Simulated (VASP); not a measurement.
# SrTiO3 (Pm-3m) in VASP: single point with PBE

Aim: the single point of SrTiO3 with PBE.

Everything below comes from runs of VASP 6.6.1. Logs are shortened: lines on timing, memory, paths and dates and some standing lists are left out, and cuts for length are marked.

## (1) The cell of the first run

The structure is cubic, space group Pm-3m (No. 221). The conventional cell has a = 3.868 Å, b = 3.868 Å, c = 3.868 Å, α = 90.00°, β = 90.00°, γ = 90.00°. Sr (site symmetry m-3m) has 12 O at 2.73 Å and 8 Ti at 3.35 Å within 3.6 Å. Within 2.6 Å of Ti (site symmetry m-3m) lie 6 O at 1.93 Å. Within 2.6 Å of O (site symmetry 4/mmm) lie 2 Ti at 1.93 Å. O (site symmetry 4/mmm) has 2 Ti at 1.93 Å within 2.6 Å.

## (2) Single point, PBE, collinear spin, zero start

INCAR reads:

```
SYSTEM = SrTiO3
PREC = Accurate
ENCUT = 520
EDIFF = 1E-7
ISMEAR = 1
SIGMA = 0.2681
LREAL = .FALSE.
LASPH = .TRUE.
NELM = 150
ALGO = Normal
ISIF = 2
LWAVE = .FALSE.
LCHARG = .FALSE.
ISPIN = 2
MAGMOM = 0 0 0 0 0 0 0 0 0 0
LORBIT = 11
LMAXMIX = 4
GGA = PE
NBANDS = 55
```

KPOINTS reads:

```
Automatic mesh
0
Gamma
  4 5 4
  0.5 0.5 0.5
```

POSCAR reads:

```
SrTiO3
1.0
   -3.8677328300      0.0000000000     -3.8677328300
    0.0000000000     -3.8677328300      0.0000000000
   -3.8677328300      0.0000000000      3.8677328300
Sr Ti O
2 2 6
Direct
    0.0000000000      0.5000000000      0.5000000000
    0.5000000000      0.5000000000      0.0000000000
    0.0000000000      0.0000000000      0.0000000000
    0.5000000000      0.0000000000      0.5000000000
    0.7500000000      0.0000000000      0.7500000000
    0.2500000000      0.0000000000      0.2500000000
    0.0000000000      0.5000000000      0.0000000000
    0.5000000000      0.5000000000      0.5000000000
    0.7500000000      0.0000000000      0.2500000000
    0.2500000000      0.0000000000      0.7500000000
```

Potentials or basis: VASP PAW PBE potentials, release 64 (Sr_sv, Ti_sv, O).

Command:

```console
$ cat potpaw_PBE.64/Sr_sv/POTCAR potpaw_PBE.64/Ti_sv/POTCAR potpaw_PBE.64/O/POTCAR > POTCAR
$ mpirun -np 1 vasp_std > vasp.out
```

OUTCAR:

```text
SYSTEM = SrTiO3
   PREC = Accurate
   ENCUT = 520
   EDIFF = 1E-7
   ISMEAR = 1
   LREAL = .FALSE.
   LASPH = .TRUE.
   NELM = 150
   ISIF = 2
   ISPIN = 2
   LORBIT = 11
   GGA = PE

 ion  position               nearest neighbor table
   1  0.000  0.500  0.500-   5 2.73   6 2.73   7 2.73   8 2.73   9 2.73  10 2.73   7 2.73   5 2.73
                             6 2.73   9 2.73  10 2.73   8 2.73   4 3.35   3 3.35   3 3.35   3 3.35
   2  0.500  0.500  0.000-   5 2.73   6 2.73   7 2.73   8 2.73   9 2.73  10 2.73   8 2.73   5 2.73
                             6 2.73   9 2.73  10 2.73   7 2.73   4 3.35   4 3.35   3 3.35   3 3.35
   3  0.000  0.000  0.000-   5 1.93   6 1.93   7 1.93   9 1.93  10 1.93   7 1.93   1 3.35   1 3.35
                             1 3.35   2 3.35   2 3.35   1 3.35   2 3.35   2 3.35
   4  0.500  0.000  0.500-   5 1.93   6 1.93   8 1.93   9 1.93  10 1.93   8 1.93   1 3.35   2 3.35
                             1 3.35   2 3.35   2 3.35   2 3.35   1 3.35   1 3.35
   5  0.750  0.000  0.750-   3 1.93   4 1.93   1 2.73   2 2.73   1 2.73   2 2.73
   6  0.250  0.000  0.250-   3 1.93   4 1.93   1 2.73   2 2.73   1 2.73   2 2.73
   7  0.000  0.500  0.000-   3 1.93   3 1.93   1 2.73   1 2.73   2 2.73   2 2.73
   8  0.500  0.500  0.500-   4 1.93   4 1.93   1 2.73   2 2.73   2 2.73   1 2.73
   9  0.750  0.000  0.250-   3 1.93   4 1.93   1 2.73   2 2.73   1 2.73   2 2.73
  10  0.250  0.000  0.750-   3 1.93   4 1.93   1 2.73   2 2.73   1 2.73   2 2.73

  LATTYP: Found a simple tetragonal cell.
 ALAT       =     5.4698002238
 C/A-ratio  =     0.7071067812

  Lattice vectors:

 A1 = (   3.8677328300,   0.0000000000,   3.8677328300)
 A2 = (  -3.8677328300,   0.0000000000,   3.8677328300)
 A3 = (   0.0000000000,  -3.8677328300,   0.0000000000)

Analysis of symmetry for initial positions (statically):
=====================================================================
 Subroutine PRICEL returns following result:

  LATTYP: Found a simple cubic cell.
 ALAT       =     3.8677328300
[... 12 lines left out ...]
 Subroutine GETGRP returns: Found 16 space group operations
 (whereof 16 operations were pure point group operations)
 out of a pool of 16 trial point group operations.

The static configuration has the point symmetry D_4h.

Analysis of symmetry for dynamics (positions and initial velocities):
=====================================================================
 Subroutine PRICEL returns following result:

  LATTYP: Found a simple cubic cell.
 ALAT       =     3.8677328300
[... 12 lines left out ...]
 Subroutine GETGRP returns: Found 16 space group operations
 (whereof 16 operations were pure point group operations)
 out of a pool of 16 trial point group operations.

The dynamic configuration has the point symmetry D_4h.

Analysis of structural, dynamic, and magnetic symmetry:
=====================================================================
 Subroutine PRICEL returns following result:

  LATTYP: Found a simple cubic cell.
 ALAT       =     3.8677328300
[... 12 lines left out ...]
 Subroutine GETGRP returns: Found 16 space group operations
 (whereof 16 operations were pure point group operations)
 out of a pool of 16 trial point group operations.

The overall configuration has the point symmetry D_4h.

 Subroutine INISYM returns: Found 16 space group operations
 (whereof 16 operations are pure point group operations),
 and found     2 'primitive' translations

----------------------------------------------------------------------------------------

                                     Primitive cell

  volume of cell :      57.8588

  direct lattice vectors                    reciprocal lattice vectors
     0.000000000  0.000000000 -3.867732830     0.000000000  0.000000000 -0.258549399
     0.000000000 -3.867732830  0.000000000     0.000000000 -0.258549399  0.000000000
    -3.867732830  0.000000000  0.000000000    -0.258549399  0.000000000  0.000000000

  length of vectors
     3.867732830  3.867732830  3.867732830     0.258549399  0.258549399  0.258549399

  position of ions in fractional coordinates (direct lattice)
     0.500000000  0.500000000  0.500000000
     0.000000000  0.000000000  0.000000000
     0.000000000  0.000000000  0.500000000
     0.000000000  0.500000000  0.000000000
     0.500000000  0.000000000  0.000000000

[... 58 lines left out ...]
   LNONCOLLINEAR =      F non collinear calculations
   LSORBIT =      F    spin-orbit coupling
   LASPH  =      T    aspherical Exc in radial PAW
   ENCUT  =  520.0 eV  38.22 Ry    6.18 a.u.  10.17  7.19 10.17*2*pi/ulx,y,z
   NELM   =    150;   NELMIN=  2; NELMDL= -5     # of ELM steps
   EDIFF  = 0.1E-06   stopping-criterion for ELM
   LREAL  =      F    real-space projection
   EDIFFG = 0.1E-05   stopping-criterion for IOM
   NSW    =      0    number of steps for IOM
   IBRION =     -1    ionic relax: 0-MD 1-quasi-New 2-CG
   NFREE  =      0    steps in history (QN), initial steepest desc. (CG)
   ISIF   =      2    stress and relaxation
   ISYM   =      2    0-nonsym 1-usesym 2-fastsym
   POTIM  = 0.5000    time-step for ionic-motion
   TEBEG  =    0.0;   TEEND  =   0.0 temperature during run
   PSTRESS=    0.0 pullay stress
   NELECT =      80.0000    total number of electrons
   NUPDOWN=      -1.0000    fix difference up-down
   EMIN   =  10.00;   EMAX   =-10.00  energy-range for DOS
   EFERMI =   0.00;   METHOD = LEGACY
   ISMEAR =     1;   SIGMA  =   0.27  broadening in eV -4-tet -1-fermi 0-gaus
   EFERMI_NEDOS =   21; number of points for ismear=-14 and -15
   IALGO  =     38    algorithm
   IMIX   =      4    mixing-type and parameters
     AMIX     =   0.40;   BMIX     =  1.00
     AMIX_MAG =   1.60;   BMIX_MAG =  1.00
  volume/ion in A,a.u.               =      11.57        78.09
  Fermi-wavevector in a.u.,A,eV,Ry     =   1.447566  2.735503 28.510290  2.095447
  Thomas-Fermi vector in A             =   2.565506
   LORBIT       =     11    0 simple, 1 ext, 2 COOP (PROOUT), +10 PAW based schemes
   GGA     = PE    functional components
   LHFCALC =     F    Hartree Fock is set to
   AEXX    =    0.0000 exact exchange contribution
   IVDW    =     0    specifies the selected vdW correction
   LEPSILON=     F    determine dielectric tensor
   LRPA    =     F    only Hartree local field effects (RPA)
 spin polarized calculation
 Methfessel and Paxton  Order N= 1 SIGMA  =   0.27
  energy-cutoff  :      520.00
  volume of cell :      115.72
 maximum number of plane-waves:      3127
 NGX is ok and might be reduce to    42
   NGX = 21   NGY = 15   NGZ = 21

 number of electron      80.0000020 magnetization       0.0000027

 number of electron      80.0000020 magnetization      -0.0000004

 Free energy of the ion-electron system (eV)
  ---------------------------------------------------
  ext. energy  EPLUGINS =         0.00000000
  ---------------------------------------------------
  free energy    TOTEN  =       -79.98048213 eV

  energy without entropy =      -79.99515663  energy(sigma->0) =      -79.98537363

 E-fermi :   4.4766     XC(G=0): -11.4238

 val. band max:        4.3845327368   @ k =   0.1250   0.5000   0.1250
 cond. band min:       6.5671906502   @ k =   0.1250   0.1000   0.1250
 fundamental gap:      2.1826579134
 Fermi energy:         4.4766105021

 spin component 1

 k-point     1 :       0.1250    0.1000    0.1250
  band No.  band energies     occupation
      1     -51.9375      1.00000
      2     -51.9344      1.00000
      3     -28.3245      1.00000
      4     -28.3161      1.00000
      5     -28.2704      1.00000
      6     -28.2170      1.00000
[... 484 lines left out ...]
     51      12.6599      0.00000
     52      12.8289      0.00000
 Fermi energy:         4.4766105021

 spin component 2

 k-point     1 :       0.1250    0.1000    0.1250
  band No.  band energies     occupation
      1     -51.9375      1.00000
      2     -51.9344      1.00000
      3     -28.3245      1.00000
      4     -28.3161      1.00000
      5     -28.2704      1.00000
      6     -28.2170      1.00000
[... 484 lines left out ...]
     51      12.6599      0.00000
     52      12.8289      0.00000
 [bands above 52 left out]

------------------------ aborting loop because EDIFF is reached ----------------------------------------

  FORCE on cell =-STRESS in cart. coord.  units (eV):
  Direction    XX          YY          ZZ          XY          YZ          ZX
  --------------------------------------------------------------------------------------
  -------------------------------------------------------------------------------------
  Total        7.8170344      7.7533278      7.8170344     -0.0000000      0.0000000      0.0000000
  in kB      108.2313834    107.3493285    108.2313834     -0.0000000      0.0000000      0.0000000
  external PRESSURE =     107.9373651 kB  Pullay stress =       0.0000000 kB

 VOLUME and BASIS-vectors are now :
 -----------------------------------------------------------------------------
  energy-cutoff  :      520.00
  volume of cell :      115.72
      direct lattice vectors                 reciprocal lattice vectors
    -3.867732830  0.000000000 -3.867732830    -0.129274700  0.000000000 -0.129274700
     0.000000000 -3.867732830  0.000000000     0.000000000 -0.258549399  0.000000000
    -3.867732830  0.000000000  3.867732830    -0.129274700  0.000000000  0.129274700

 POSITION                                       TOTAL-FORCE (eV/Angst)
 -----------------------------------------------------------------------------------
     -1.93387     -1.93387      1.93387         0.000000      0.000000     -0.000000
     -1.93387     -1.93387     -1.93387        -0.000000     -0.000000      0.000000
      0.00000      0.00000      0.00000         0.000000     -0.000000     -0.000000
     -3.86773      0.00000      0.00000         0.000000     -0.000000     -0.000000
     -5.80160      0.00000      0.00000         0.000000     -0.000000      0.000000
     -1.93387      0.00000      0.00000        -0.000000     -0.000000     -0.000000
      0.00000     -1.93387      0.00000         0.000000     -0.000000      0.000000
     -3.86773     -1.93387      0.00000         0.000000     -0.000000     -0.000000
     -3.86773      0.00000     -1.93387        -0.000000     -0.000000      0.000000
     -3.86773      0.00000      1.93387        -0.000000     -0.000000      0.000000
 -----------------------------------------------------------------------------------
    total drift:                               -0.000000      0.000000     -0.000000

  FREE ENERGIE OF THE ION-ELECTRON SYSTEM (eV)
  ---------------------------------------------------
  free  energy   TOTEN  =       -79.9804821260 eV

  energy  without entropy=      -79.9951566269  energy(sigma->0) =      -79.98537363

 total charge

# of ion       s       p       d       tot
------------------------------------------
    1        2.000   5.802   0.214   8.016
    2        2.000   5.802   0.214   8.016
    3        2.241   6.343   1.798  10.381
    4        2.241   6.343   1.798  10.381
    5        1.566   3.509   0.000   5.075
    6        1.566   3.509   0.000   5.075
    7        1.566   3.508   0.000   5.074
    8        1.566   3.508   0.000   5.074
    9        1.566   3.509   0.000   5.075
   10        1.566   3.509   0.000   5.075
--------------------------------------------------
tot         17.878  45.341   4.024  67.243

 magnetization (x)

# of ion       s       p       d       tot
------------------------------------------
    1       -0.000  -0.000  -0.000  -0.000
    2       -0.000  -0.000  -0.000  -0.000
    3        0.000  -0.000  -0.000  -0.000
    4        0.000  -0.000  -0.000  -0.000
    5        0.000   0.000   0.000   0.000
    6        0.000   0.000   0.000   0.000
    7       -0.000   0.000   0.000   0.000
    8       -0.000   0.000   0.000   0.000
    9        0.000   0.000   0.000   0.000
   10        0.000   0.000   0.000   0.000
--------------------------------------------------
tot         -0.000   0.000  -0.000   0.000
```

Wall time 4.4 min (1 thread of AMD EPYC 7R13 (Zen 3), shared host); peak memory 0.27 GiB.

What came out:

* Free energy: -79.9805 eV
* Pressure: 10.8 GPa
* Band gap on the k mesh: 2.18 eV
* Net moment: 0.00 μB per cell
* Valence electrons inside the program's atomic spheres: Sr 8.02; Ti 10.38; O 5.08, 5.07

Levels at points of the mesh, in eV from the valence-band top:
Spin up:
```tsv
k point	band 36	band 37	band 38	band 39	band 40	band 41	band 42	band 43	band 44	band 45
(0.12, 0.10, 0.12)	-1.20	-0.89	-0.64	-0.51	-0.20	2.18	2.32	2.45	3.78	4.01
```
Spin down:
| k point | band 36 | band 37 | band 38 | band 39 | band 40 | band 41 | band 42 | band 43 | band 44 | band 45 |
| --- | --- | --- | --- | --- | --- | --- | --- | --- | --- | --- |
| (0.12, 0.10, 0.12) | -1.20 | -0.89 | -0.64 | -0.51 | -0.20 | 2.18 | 2.32 | 2.45 | 3.78 | 4.01 |
